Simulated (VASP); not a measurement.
# Ba in VASP: notebook, part 2 of 2

VASP 6.6.1. The steps go on from the part before.

### 3 Relaxation of the atoms, PBEsol+D3(BJ)

This run uses another cell than the first one.

The input, INCAR:

```
ALGO     = Normal         # electronic algorithm
DIPOL    = 0.5 0.5 0.500
EDIFF    = 1E-7           # SCF threshold, eV
EDIFFG   = -0.03          # ionic threshold
ENCUT    = 450            # plane-wave cutoff, eV
GGA      = PS             # functional
GGA_COMPAT= False        
IBRION   = 2              # ionic algorithm
IDIPOL   = 3            
ISIF     = 2              # what is computed and relaxed
ISMEAR   = 1              # smearing method
IVDW     = 12             # dispersion correction
LASPH    = True           # aspherical terms in the spheres
LCHARG   = False          # write CHGCAR
LDIPOL   = True         
LREAL    = False          # projectors in reciprocal space
LWAVE    = False          # write WAVECAR
NELM     = 120            # most SCF steps
NELMDL   = -8           
NELMIN   = 4            
NSW      = 50             # ionic steps
PREC     = Accurate       # precision mode
SIGMA    = 0.1            # smearing width, eV
```

The input, KPOINTS:

```
k-points
0
Gamma
  3 3 1
```

The input, POSCAR:

```
Ba
1.0
    6.9960670000      0.0000000000      0.0000000000
   -3.4980340000      6.0587720000      0.0000000000
    0.0000000000      0.0000000000     19.8187880000
Ba
6
Selective dynamics
Direct
    0.3333333333      0.6666666667      0.3027430335  F F F
    0.6666666667      0.3333333333      0.3027430335  F F F
    0.3333333333      0.6666666667      0.5000000000  T T T
    0.6666666667      0.3333333333      0.5000000000  T T T
    0.3333333333      0.6666666667      0.6972569665  T T T
    0.6666666667      0.3333333333      0.6972569665  T T T
```

Potentials or basis: VASP PAW PBE potentials, release 64 (Ba_sv).

On the command line:

```console
$ cat potpaw_PBE.64/Ba_sv/POTCAR > POTCAR
$ mpirun -np 1 vasp_std > vasp.out
```

OUTCAR:

```text
EDIFF = 1E-7
   EDIFFG = -0.03
   ENCUT = 450
   GGA = PS
   IBRION = 2
   ISIF = 2
   ISMEAR = 1
   IVDW = 12
   LASPH = True
   LREAL = False
   NELM = 120
   NELMDL = -8
   NELMIN = 4
   NSW = 50
   PREC = Accurate
 IVDW          = 12

 ion  position               nearest neighbor table
   1  0.333  0.667  0.303-   3 3.91   2 4.04   2 4.04   2 4.04
   2  0.667  0.333  0.303-   4 3.91   1 4.04   1 4.04   1 4.04
   3  0.333  0.667  0.500-   1 3.91   5 3.91   4 4.04   4 4.04   4 4.04
   4  0.667  0.333  0.500-   2 3.91   6 3.91   3 4.04   3 4.04   3 4.04
   5  0.333  0.667  0.697-   3 3.91   6 4.04   6 4.04   6 4.04
   6  0.667  0.333  0.697-   4 3.91   5 4.04   5 4.04   5 4.04

  LATTYP: Found a hexagonal cell.
 ALAT       =     6.9960670000
 C/A-ratio  =     2.8328470839

  Lattice vectors:

 A1 = (   6.9960670000,   0.0000000000,   0.0000000000)
 A2 = (  -3.4980340000,   6.0587720000,   0.0000000000)
 A3 = (   0.0000000000,   0.0000000000,  19.8187880000)

Analysis of symmetry for initial positions (statically):
=====================================================================
 Subroutine PRICEL returns:
 Original cell was already a primitive cell.

 Routine SETGRP: Setting up the symmetry group for a
 hexagonal supercell.

 Subroutine GETGRP returns: Found 24 space group operations
 (whereof 24 operations were pure point group operations)
 out of a pool of 24 trial point group operations.

The static configuration has the point symmetry D_6h.

Analysis of symmetry for dynamics (positions and initial velocities):
=====================================================================
 Subroutine PRICEL returns:
 Original cell was already a primitive cell.

 Routine SETGRP: Setting up the symmetry group for a
 hexagonal supercell.

 Subroutine GETGRP returns: Found 24 space group operations
 (whereof 24 operations were pure point group operations)
 out of a pool of 24 trial point group operations.

The dynamic configuration has the point symmetry D_6h.

Analysis of constrained symmetry for selective dynamics:
=====================================================================
 Subroutine PRICEL returns:
 Original cell was already a primitive cell.

 Routine SETGRP: Setting up the symmetry group for a
 hexagonal supercell.

 Subroutine GETGRP returns: Found 12 space group operations
 (whereof 12 operations were pure point group operations)
 out of a pool of 24 trial point group operations.

The constrained configuration has the point symmetry C_6v.

 Subroutine INISYM returns: Found 12 space group operations
 (whereof 12 operations are pure point group operations),
 and found     1 'primitive' translations

----------------------------------------------------------------------------------------

                                     Primitive cell

  volume of cell :     840.0704

  direct lattice vectors                    reciprocal lattice vectors
     6.996067000  0.000000000  0.000000000     0.142937453  0.082524986  0.000000000
    -3.498034000  6.058772000  0.000000000     0.000000000  0.165049947  0.000000000
     0.000000000  0.000000000 19.818788000     0.000000000  0.000000000  0.050457172

  length of vectors
     6.996067000  6.996067468 19.818788000     0.165049958  0.165049947  0.050457172

[... 46 lines left out ...]
  0.333333 -0.000000  0.000000      6.000000
  0.333333  0.333333  0.000000      2.000000
   k-points           NKPTS =      3   k-points in BZ     NKDIM =      3   number of bands    NBANDS=     36
   number of dos      NEDOS =    301   number of ions     NIONS =      6
   total plane-waves  NPLWV = 322560
   dimension x,y,z NGX =    48 NGY =   48 NGZ =  140
   dimension x,y,z NGXF=    96 NGYF=   96 NGZF=  280
   ions per type =               6
   NGX,Y,Z   is equivalent  to a cutoff of  11.41, 11.41, 11.74 a.u.
   NGXF,Y,Z  is equivalent  to a cutoff of  22.81, 22.81, 23.49 a.u.
 SYSTEM =  unknown system
   PREC   = accura    normal or accurate (medium, high low for compatibility)
   ISTART =      0    job   : 0-new  1-cont  2-samecut
   ICHARG =      2    charge: 1-file 2-atom 10-const
   ISPIN  =      1    spin polarized calculation?
   LNONCOLLINEAR =      F non collinear calculations
   LSORBIT =      F    spin-orbit coupling
   LASPH  =      T    aspherical Exc in radial PAW
   ENCUT  =  450.0 eV  33.07 Ry    5.75 a.u.  12.10 12.10 34.28*2*pi/ulx,y,z
   NELM   =    120;   NELMIN=  4; NELMDL= -8     # of ELM steps
   EDIFF  = 0.1E-06   stopping-criterion for ELM
   LREAL  =      F    real-space projection
   EDIFFG = -.3E-01   stopping-criterion for IOM
   NSW    =     50    number of steps for IOM
   IBRION =      2    ionic relax: 0-MD 1-quasi-New 2-CG
   NFREE  =      1    steps in history (QN), initial steepest desc. (CG)
   ISIF   =      2    stress and relaxation
   ISYM   =      2    0-nonsym 1-usesym 2-fastsym
   POTIM  = 0.5000    time-step for ionic-motion
   TEBEG  =    0.0;   TEEND  =   0.0 temperature during run
   PSTRESS=    0.0 pullay stress
   NELECT =      60.0000    total number of electrons
   NUPDOWN=      -1.0000    fix difference up-down
   EMIN   =  10.00;   EMAX   =-10.00  energy-range for DOS
   EFERMI =   0.00;   METHOD = LEGACY
   ISMEAR =     1;   SIGMA  =   0.10  broadening in eV -4-tet -1-fermi 0-gaus
   EFERMI_NEDOS =   21; number of points for ismear=-14 and -15
   IALGO  =     38    algorithm
   IMIX   =      4    mixing-type and parameters
     AMIX     =   0.40;   BMIX     =  1.00
     AMIX_MAG =   1.60;   BMIX_MAG =  1.00
  volume/ion in A,a.u.               =     140.01       944.85
  Fermi-wavevector in a.u.,A,eV,Ry     =   0.679235  1.283568  6.277186  0.461360
  Thomas-Fermi vector in A             =   1.757373
   LORBIT       =      0    0 simple, 1 ext, 2 COOP (PROOUT), +10 PAW based schemes
   GGA     = PS    functional components
   LHFCALC =     F    Hartree Fock is set to
   AEXX    =    0.0000 exact exchange contribution
   IVDW    =    12    specifies the selected vdW correction
   LEPSILON=     F    determine dielectric tensor
   LRPA    =     F    only Hartree local field effects (RPA)
 conjugate gradient relaxation of ions
 non-spin polarized calculation
 Methfessel and Paxton  Order N= 1 SIGMA  =   0.10
  energy-cutoff  :      450.00
  volume of cell :      840.07
 maximum number of plane-waves:     18203
   NGX = 25   NGY = 25   NGZ = 69

--------------------------------------- Ionic step        1  -------------------------------------------

 number of electron      59.9999990 magnetization

 Free energy of the ion-electron system (eV)
  ---------------------------------------------------
  ext. energy  EPLUGINS =         0.00000000
  ---------------------------------------------------
  free energy    TOTEN  =        -6.90727720 eV

  energy without entropy =       -6.91494829  energy(sigma->0) =       -6.90983423

------------------------ aborting loop because EDIFF is reached ----------------------------------------

 Edisp (eV)   -0.81847

 E8    (eV) :    -0.6524
[... 293 lines left out ...]
  FREE ENERGIE OF THE ION-ELECTRON SYSTEM (eV)
  ---------------------------------------------------
  free  energy   TOTEN  =        -7.7406917328 eV

  energy  without entropy=       -7.7428131032  energy(sigma->0) =       -7.74139886

 dipolmoment           0.000000      0.000000     -0.000580 electrons x Angstroem

--------------------------------------- Ionic step        8  -------------------------------------------

 number of electron      59.9999990 magnetization

 dipolmoment           0.000000      0.000000      0.002254 electrons x Angstroem

 Free energy of the ion-electron system (eV)
  ---------------------------------------------------
  ext. energy  EPLUGINS =         0.00000000
  ---------------------------------------------------
  free energy    TOTEN  =        -6.91705305 eV

  energy without entropy =       -6.91708295  energy(sigma->0) =       -6.91706301

 E-fermi :  -0.6836     XC(G=0):  -4.4378

 val. band max:       -0.7361368289   @ k =   0.3333  -0.0000   0.0000
 cond. band min:      -0.6651337766   @ k =   0.0000   0.0000   0.0000
 fundamental gap:      0.0710030523
 Fermi energy:        -0.6835993905

 k-point     1 :       0.0000    0.0000    0.0000
  band No.  band energies     occupation
      1     -30.1635      2.00000
      2     -30.1479      2.00000
      3     -30.0958      2.00000
      4     -30.0801      2.00000
      5     -29.7125      2.00000
      6     -29.6444      2.00000
[... 106 lines left out ...]
     35      -0.2462     -0.00000
     36      -0.2462     -0.00000

------------------------ aborting loop because EDIFF is reached ----------------------------------------

 vacuum level on the upper side and lower side of the slab       (xc-potential included)        -0.448        -0.648

 Edisp (eV)   -0.82919

 E8    (eV) :    -0.6614

  FORCE on cell =-STRESS in cart. coord.  units (eV):
  Direction    XX          YY          ZZ          XY          YZ          ZX
  --------------------------------------------------------------------------------------
  -------------------------------------------------------------------------------------
  Total      -0.20367    -0.20367    -0.34868     0.00000     0.00000    -0.00000
  in kB      -0.38844    -0.38844    -0.66499     0.00000     0.00000    -0.00000
  external pressure =       -0.48 kB  Pullay stress =        0.00 kB
[... 21 lines left out ...]
  FREE ENERGIE OF THE ION-ELECTRON SYSTEM (eV)
  ---------------------------------------------------
  free  energy   TOTEN  =        -7.7462417058 eV

  energy  without entropy=       -7.7462716031  energy(sigma->0) =       -7.74625167

 reached required accuracy - stopping structural energy minimisation

 vacuum level on the upper side and lower side of the slab         1.560         1.359
```

Run time: 7.4 min. Hardware: 1 thread of Intel Xeon 6975P-C (Granite Rapids), shared host; peak memory 0.72 GiB.

What came out:

| Quantity | Value |
| --- | --- |
| Free energy | -7.7462 eV |
| Energy gained by relaxing | 3.4 meV/atom |
| Ionic steps | 8 |
| Band gap on the k mesh | zero (bands 30 and 31 overlap by 0.38 eV) |
| Dispersion energy per atom | -0.138 eV |

Step by step:
| step | energy change (eV) | largest force on free atoms (eV/Å) | pressure (GPa) |
| --- | --- | --- | --- |
| 1 | 0.0000 | 0.0984 | -0.10 |
| 2 | -0.0009 | 0.0948 | -0.10 |
| 3 | -0.0035 | 0.0837 | -0.09 |
| 4 | -0.0076 | 0.0613 | -0.08 |
| 5 | -0.0119 | 0.0727 | -0.07 |
| 6 | -0.0121 | 0.0855 | -0.06 |
| 7 | -0.0149 | 0.0718 | -0.06 |
| 8 | -0.0205 | 0.0280 | -0.05 |

Final structure:
```
Ba
1.0
     6.99607    0.00000    0.00000
    -3.49803    6.05877    0.00000
     0.00000    0.00000   19.81879
Ba
6
Direct
  0.33333 0.66667 0.30274
  0.66667 0.33333 0.30274
  0.33333 0.66667 0.49631
  0.66667 0.33333 0.49631
  0.33333 0.66667 0.68797
  0.66667 0.33333 0.68797
```

Caveat: the PAW data sets were made with another functional, which shifts forces and pressure a little; spin-orbit coupling is left out, which moves the levels of the heavy elements.
